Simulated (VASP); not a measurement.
Y: single point with PBEsol

The system is Y.

```xyz
2
Lattice="-2.5896 2.5896 1.5239 2.5896 -2.5896 1.5239 2.5896 2.5896 -1.5239" Properties=species:S:1:pos:R:3 pbc="T T T"
Y     0.0000   -1.2948   -0.3810
Y     0.0000    1.2948    0.3810
```

| Item | Value |
| --- | --- |
| Program | VASP 6.6.1 |
| Task | single point |
| Functional | PBEsol |
| Potentials or basis | VASP PAW PBE potentials, release 64 (Y_sv) |
| Cutoff | 520 eV |
| k mesh | 15 × 15 × 15 |
| Occupations | fermi-dirac, width 0.05 eV |
| Spin | no spin polarisation |

```json
{
  "Pressure": "28.9 GPa",
  "Band gap on the k mesh": "zero (bands 11 and 12 overlap by 2.66 eV)"
}
```

Stress tensor (GPa, compression positive):
```
29.05  0.00  0.00
 0.00 29.05  0.00
 0.00  0.00 28.68
```

Levels at points of the mesh, in eV from the Fermi level:
```
           k point  band 9  band 10  band 11  band 12  band 13  band 14
(0.00, 0.00, 0.00)   -4.71    -3.62    -0.58    -0.11     1.17     3.73
```

Run time: 2.9 min on 1 thread of AMD EPYC 7R13 Processor (Zen 3), with other jobs on the host, peak memory 0.29 GiB.

Caveat: the cell stands under pressure; the PAW data sets were made with another functional, which shifts forces and pressure a little.
